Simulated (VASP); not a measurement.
A run of VASP 6.6.1:

The input POSCAR:

```
BaS
1.0
    5.3818559345      0.0000000000      0.0000000000
   -2.6909279672      4.6608239588      0.0000000000
    0.0000000000      0.0000000000      6.3833231674
Ba S
2 2
Direct
    0.3333333333      0.6666666667     -0.0625000000
    0.6666666667      0.3333333333      0.4375000000
    0.3333333333      0.6666666667      0.4375000000
    0.6666666667      0.3333333333      0.9375000000
```

The input INCAR.step1:

```
PREC = Accurate
ENCUT = 520
ISMEAR = 0
SIGMA = 0.01
LREAL = False
LASPH = True
NELM = 60
NBANDS = 24
GGA = PE
ALGO = Normal
EDIFF = 1E-4
LWAVE = True
LCHARG = False
```

Contents of INCAR.step2:

```
PREC = Accurate
ENCUT = 520
EDIFF = 1E-6
ISMEAR = 0
SIGMA = 0.01
LREAL = False
LASPH = True
NELM = 60
ALGO = Normal
ISIF = 2
LWAVE = False
LCHARG = False
METAGGA = R2SCAN
LMIXTAU = True
NBANDS = 24
ISTART = 1
```

The input KPOINTS:

```
regular mesh
0
Gamma
  6 6 4
```

Potentials or basis: VASP PAW PBE potentials, release 64 (Ba_sv, S).

Launch:

```bash
$ cat potpaw_PBE.64/Ba_sv/POTCAR potpaw_PBE.64/S/POTCAR > POTCAR
$ cp INCAR.step1 INCAR
$ mpirun -np 1 vasp_std > vasp.out
$ cp INCAR.step2 INCAR
$ mpirun -np 1 vasp_std > vasp.out
```

Hardware: 1 thread of Intel Xeon 8259CL, with other jobs on the host.

Task: Estimate the wall time of this run.

Result: Run time: 7.1 min on 1 thread of Intel Xeon 8259CL, on a shared host, peak memory 0.33 GiB. Counts: k points 21.
